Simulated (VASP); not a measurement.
# HgS (F-43m) in VASP: single point with HSE06

Aim: the single point of HgS with HSE06.

All numbers are computed with VASP 6.6.1; they aren't measurements. Logs are shortened: lines on timing, memory, paths and dates and some standing lists are left out, and cuts for length are marked.

## (1) The cell of the first run

Symmetry: F-43m, No. 216, cubic system. Conventional cell: a = 5.930 Å, b = 5.930 Å, c = 5.930 Å, α = 90.00°, β = 90.00°, γ = 90.00°. Within 3.4 Å of Hg (site symmetry -43m) lie 4 S at 2.57 Å. S (site symmetry -43m) has 4 Hg at 2.57 Å within 3.4 Å.

## (2) Single point, HSE06

POSCAR

```
HgS
1.0
    0.0000000000      2.9651871438      2.9651871438
    2.9651871438      0.0000000000      2.9651871438
    2.9651871438      2.9651871438      0.0000000000
Hg S
1 1
Direct
    0.0000000000      0.0000000000      0.0000000000
    0.2500000000      0.2500000000      0.2500000000
```

INCAR.step1

```
SYSTEM = HgS
PREC = Accurate ; ENCUT = 400
EDIFF = 1E-5 ; ISMEAR = -1
SIGMA = 0.02 ; LREAL = .FALSE.
LASPH = .TRUE. ; NELM = 120
ALGO = Normal ; ISIF = 2
LWAVE = .TRUE. ; LCHARG = .FALSE.
GGA = PE ; NBANDS = 16
GGA_COMPAT = .FALSE.
```

INCAR.step2

```
SYSTEM = HgS
PREC = Accurate ; ENCUT = 400
EDIFF = 1E-6 ; ISMEAR = -1
SIGMA = 0.02 ; LREAL = .FALSE.
LASPH = .TRUE. ; NELM = 120
ALGO = Normal ; ISIF = 2
LWAVE = .FALSE. ; LCHARG = .FALSE.
GGA = PE ; LHFCALC = .TRUE.
HFSCREEN = 0.2079 ; PRECFOCK = Normal
ISTART = 1 ; NBANDS = 16
GGA_COMPAT = .FALSE.
```

KPOINTS

```
regular mesh
0
G
  6 6 6
  0 0 0
```

Potentials or basis: VASP PAW PBE potentials, release 64 (Hg, S).

Run with:

```bash
$ cat potpaw_PBE.64/Hg/POTCAR potpaw_PBE.64/S/POTCAR > POTCAR
$ cp INCAR.step1 INCAR
$ mpirun -np 1 vasp_std > vasp.out
$ cp INCAR.step2 INCAR
$ mpirun -np 1 vasp_std > vasp.out
```

OUTCAR:

```text
SYSTEM = HgS
   PREC = Accurate
   ENCUT = 400
   EDIFF = 1E-6
   ISMEAR = -1
   LREAL = .FALSE.
   LASPH = .TRUE.
   NELM = 120
   ISIF = 2
   GGA = PE
   LHFCALC = .TRUE.
   HFSCREEN = 0.2079
   PRECFOCK = Normal
   ISTART = 1

 ion  position               nearest neighbor table
   1  0.000  0.000  0.000-   2 2.57   2 2.57   2 2.57   2 2.57
   2  0.250  0.250  0.250-   1 2.57   1 2.57   1 2.57   1 2.57

  LATTYP: Found a face centered cubic cell.
 ALAT       =     5.9303742876

  Lattice vectors:

 A1 = (   0.0000000000,   2.9651871438,   2.9651871438)
 A2 = (   2.9651871438,   0.0000000000,   2.9651871438)
 A3 = (   2.9651871438,   2.9651871438,   0.0000000000)

Analysis of symmetry for initial positions (statically):
=====================================================================
 Subroutine PRICEL returns:
 Original cell was already a primitive cell.

 Routine SETGRP: Setting up the symmetry group for a
 face centered cubic supercell.

 Subroutine GETGRP returns: Found 24 space group operations
 (whereof 24 operations were pure point group operations)
 out of a pool of 48 trial point group operations.

The static configuration has the point symmetry T_d .

Analysis of symmetry for dynamics (positions and initial velocities):
=====================================================================
 Subroutine PRICEL returns:
 Original cell was already a primitive cell.

 Routine SETGRP: Setting up the symmetry group for a
 face centered cubic supercell.

 Subroutine GETGRP returns: Found 24 space group operations
 (whereof 24 operations were pure point group operations)
 out of a pool of 48 trial point group operations.

The dynamic configuration has the point symmetry T_d .

 Subroutine INISYM returns: Found 24 space group operations
 (whereof 24 operations are pure point group operations),
 and found     1 'primitive' translations

----------------------------------------------------------------------------------------

                                     Primitive cell

  volume of cell :      52.1418

  direct lattice vectors                    reciprocal lattice vectors
     0.000000000  2.965187144  2.965187144    -0.168623421  0.168623421  0.168623421
     2.965187144  0.000000000  2.965187144     0.168623421 -0.168623421  0.168623421
     2.965187144  2.965187144  0.000000000     0.168623421  0.168623421 -0.168623421

  length of vectors
     4.193407874  4.193407874  4.193407874     0.292064332  0.292064332  0.292064332

  position of ions in fractional coordinates (direct lattice)
[... 78 lines left out ...]
   POTIM  = 0.5000    time-step for ionic-motion
   TEBEG  =    0.0;   TEEND  =   0.0 temperature during run
   PSTRESS=    0.0 pullay stress
   NELECT =      18.0000    total number of electrons
   NUPDOWN=      -1.0000    fix difference up-down
   EMIN   =  10.00;   EMAX   =-10.00  energy-range for DOS
   EFERMI =   0.00;   METHOD = LEGACY
   ISMEAR =    -1;   SIGMA  =   0.02  broadening in eV -4-tet -1-fermi 0-gaus
   EFERMI_NEDOS =   21; number of points for ismear=-14 and -15
   IALGO  =     38    algorithm
   IMIX   =      1    mixing-type and parameters
     AMIX     =   0.40;   BMIX     =  1.00
     AMIX_MAG =   1.60;   BMIX_MAG =  1.00
  volume/ion in A,a.u.               =      26.07       175.94
  Fermi-wavevector in a.u.,A,eV,Ry     =   1.148427  2.170213 17.944528  1.318886
  Thomas-Fermi vector in A             =   2.285102
   LORBIT       =      0    0 simple, 1 ext, 2 COOP (PROOUT), +10 PAW based schemes
   GGA     = PE    functional components
   LHFCALC =     T    Hartree Fock is set to
   PRECFOCK=normal    Normal, Fast or Accurate (Low or Medium for compatibility)
   ENCUT4O =  -1.0   cutoff for four orbital integrals eV
   NKREDX  =     1    reduce k-point grid by
   NKREDY  =     1    reduce k-point grid by
   NKREDZ  =     1    reduce k-point grid by
   AEXX    =    0.2500 exact exchange contribution
   HFSCREEN=    0.2079 screening length (either q_TF or 0.3 A-1)
   HFSCREENC=   0.2079 screening length for correlation (either q_TF or 0.3 A-1)
   ENCUTFOCK=  -1.0 apply spherical cutoff to Coloumb kernel
   IVDW    =     0    specifies the selected vdW correction
   LEPSILON=     F    determine dielectric tensor
   LRPA    =     F    only Hartree local field effects (RPA)
 non-spin polarized calculation
  energy-cutoff  :      400.00
  volume of cell :       52.14
 maximum number of plane-waves:       960
  NGX = 24; NGY = 24; NGZ = 24

 number of electron      17.9999999 magnetization

 Free energy of the ion-electron system (eV)
  ---------------------------------------------------
  ext. energy  EPLUGINS =         0.00000000
  ---------------------------------------------------
  free energy    TOTEN  =        -5.88690257 eV

  energy without entropy =       -5.88690186  energy(sigma->0) =       -5.88690222

 E-fermi :   1.3451     XC(G=0):  -7.5612

 val. band max:        1.1517515784   @ k =   0.0000   0.0000   0.0000
 cond. band min:       1.5163765761   @ k =   0.0000   0.0000   0.0000
 fundamental gap:      0.3646249976
 Fermi energy:         1.3450517147

 k-point     1 :       0.0000    0.0000    0.0000
  band No.  band energies     occupation
      1     -13.0832      2.00000
      2      -6.6666      2.00000
      3      -6.6666      2.00000
      4      -6.6666      2.00000
      5      -5.8257      2.00000
      6      -5.8257      2.00000
[... 281 lines left out ...]
      3      -6.1911      2.00000
      4      -5.9972      2.00000
      5      -5.7735      2.00000
      6      -5.1553      2.00000
[... 8 lines left out ...]
     15      15.0929      0.00000
     16      15.2710      0.00000

------------------------ aborting loop because EDIFF is reached ----------------------------------------

  FORCE on cell =-STRESS in cart. coord.  units (eV):
  Direction    XX          YY          ZZ          XY          YZ          ZX
  --------------------------------------------------------------------------------------
  -------------------------------------------------------------------------------------
  Total       -0.0045298     -0.0045298     -0.0045298     -0.0000000     -0.0000000     -0.0000000
  in kB       -0.1391876     -0.1391876     -0.1391876     -0.0000000     -0.0000000     -0.0000000
  external PRESSURE =      -0.1391876 kB  Pullay stress =       0.0000000 kB

 VOLUME and BASIS-vectors are now :
 -----------------------------------------------------------------------------
  energy-cutoff  :      400.00
  volume of cell :       52.14
      direct lattice vectors                 reciprocal lattice vectors
     0.000000000  2.965187144  2.965187144    -0.168623421  0.168623421  0.168623421
     2.965187144  0.000000000  2.965187144     0.168623421 -0.168623421  0.168623421
     2.965187144  2.965187144  0.000000000     0.168623421  0.168623421 -0.168623421

 POSITION                                       TOTAL-FORCE (eV/Angst)
 -----------------------------------------------------------------------------------
      0.00000      0.00000      0.00000         0.000000      0.000000     -0.000000
      1.48259      1.48259      1.48259         0.000000     -0.000000      0.000000
 -----------------------------------------------------------------------------------
    total drift:                                0.000013      0.000013      0.000009

  FREE ENERGIE OF THE ION-ELECTRON SYSTEM (eV)
  ---------------------------------------------------
  free  energy   TOTEN  =        -5.8869025749 eV

  energy  without entropy=       -5.8869018616  energy(sigma->0) =       -5.88690222
```

OUTCAR.step1:

```text
SYSTEM = HgS
   PREC = Accurate
   ENCUT = 400
   EDIFF = 1E-5
   ISMEAR = -1
   LREAL = .FALSE.
[... 514 lines left out ...]
      0.00000      0.00000      0.00000         0.000000      0.000000      0.000000
      1.48259      1.48259      1.48259        -0.000000     -0.000000     -0.000000
 -----------------------------------------------------------------------------------
    total drift:                               -0.000000     -0.000000     -0.000000

  FREE ENERGIE OF THE ION-ELECTRON SYSTEM (eV)
  ---------------------------------------------------
  free  energy   TOTEN  =        -4.5386766697 eV

  energy  without entropy=       -4.5383229190  energy(sigma->0) =       -4.53849979
```

OSZICAR.step1:

```text
N       E                     dE             d eps       ncg     rms          rms(c)
DAV:   1     0.921301758395E+02    0.92130E+02   -0.75944E+03   528   0.818E+02
DAV:   2    -0.173057422757E+01   -0.93861E+02   -0.87445E+02   624   0.220E+02
DAV:   3    -0.496977694058E+01   -0.32392E+01   -0.32331E+01   672   0.419E+01
DAV:   4    -0.498847209795E+01   -0.18695E-01   -0.18694E-01   592   0.325E+00
DAV:   5    -0.498872212308E+01   -0.25003E-03   -0.25002E-03   696   0.361E-01    0.969E+00
DAV:   6    -0.454848762092E+01    0.44023E+00   -0.73928E-01   792   0.121E+01    0.757E+00
DAV:   7    -0.454069073574E+01    0.77969E-02   -0.15862E-01   568   0.279E+00    0.349E+00
DAV:   8    -0.453888253481E+01    0.18082E-02   -0.16302E-02   632   0.158E+00    0.241E-01
DAV:   9    -0.453861688844E+01    0.26565E-03   -0.19036E-03   600   0.660E-01    0.666E-02
DAV:  10    -0.453864840701E+01   -0.31519E-04   -0.19484E-04   632   0.149E-01    0.642E-02
DAV:  11    -0.453866897243E+01   -0.20565E-04   -0.30314E-05   616   0.489E-02    0.297E-02
DAV:  12    -0.453867666972E+01   -0.76973E-05   -0.11755E-05   488   0.242E-02
   1 F= -.45386767E+01 E0= -.45384998E+01  d E =-.353751E-03
```

Wall time 38 min (1 thread of AMD EPYC 7R13 (Zen 3), shared host); peak memory 0.26 GiB.

What came out:

* Free energy: -5.8869 eV
* Pressure: 0.0 GPa
* Band gap on the k mesh: 0.36 eV

Levels at points of the mesh, in eV from the valence-band top:
| k point | band 5 | band 6 | band 7 | band 8 | band 9 | band 10 | band 11 | band 12 | band 13 | band 14 |
| --- | --- | --- | --- | --- | --- | --- | --- | --- | --- | --- |
| (0.00, 0.00, 0.00) | -6.98 | -6.98 | 0.00 | 0.00 | 0.00 | 0.36 | 7.12 | 7.12 | 7.12 | 11.00 |
| (0.50, 0.00, 0.00) | -6.92 | -6.57 | -5.59 | -0.98 | -0.98 | 2.53 | 7.85 | 7.85 | 8.00 | 11.26 |
| (0.50, 0.50, 0.00) | -6.84 | -6.54 | -5.06 | -2.35 | -2.35 | 4.19 | 4.32 | 9.64 | 11.47 | 11.47 |

Caveat: the PAW data sets were made with another functional, which shifts forces and pressure a little; spin-orbit coupling is left out, which moves the levels of the heavy elements.
